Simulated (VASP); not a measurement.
Set up this calculation in VASP 6.6.1, as the native input.

| Property | Result |
| --- | --- |
| Task | single point |
| Functional | PBE |
| Potentials or basis | VASP PAW PBE potentials, release 64 (Sr_sv) |
| Cutoff | 520 eV |
| k mesh | 13 × 13 × 13 |
| Occupations | gaussian, width 0.1 eV |
| Spin | no spin polarisation |
| Dipole correction | no |
| Further INCAR settings | ALGO = Normal; EDIFF = 1e-07; NBANDS = 11 |

The structure of Sr lies in POSCAR:

```
Sr
1.0
   -2.3801670000      2.4775910000      2.4246930000
    2.3779460000     -2.5185890000      2.4634700000
    2.3656120000      2.5040340000     -2.4656910000
Sr
1
Direct
    0.0136030000      0.0059810000     -0.0139020000
```

The input as run:

INCAR

```
SYSTEM = Sr
PREC = Accurate ; ENCUT = 520
EDIFF = 1E-7 ; ISMEAR = 0
SIGMA = 0.1 ; LREAL = .False.
LASPH = .True. ; NELM = 100
ALGO = Normal ; ISIF = 2
LWAVE = .False. ; LCHARG = .True.
GGA = PE ; LELF = .True.
LVHAR = .True. ; NBANDS = 11
```

KPOINTS

```
regular mesh
0
Gamma
  13 13 13
  0 0 0
```

Potentials or basis: VASP PAW PBE potentials, release 64 (Sr_sv).

Run with:

```console
$ cat potpaw_PBE.64/Sr_sv/POTCAR > POTCAR
$ mpirun -np 1 vasp_std > vasp.out
```

Results of the run:

The pressure is -0.7 GPa and the band gap on the k mesh is zero (band 5 reaches 1.65 eV, above the bottom of band 6 at 1.39 eV).

Wall time 5.6 min on 1 thread of Intel(R) Xeon(R) Platinum 8259CL CPU @ 2.50GHz (Skylake/Cascade Lake), on a shared host, peak memory 0.74 GiB.
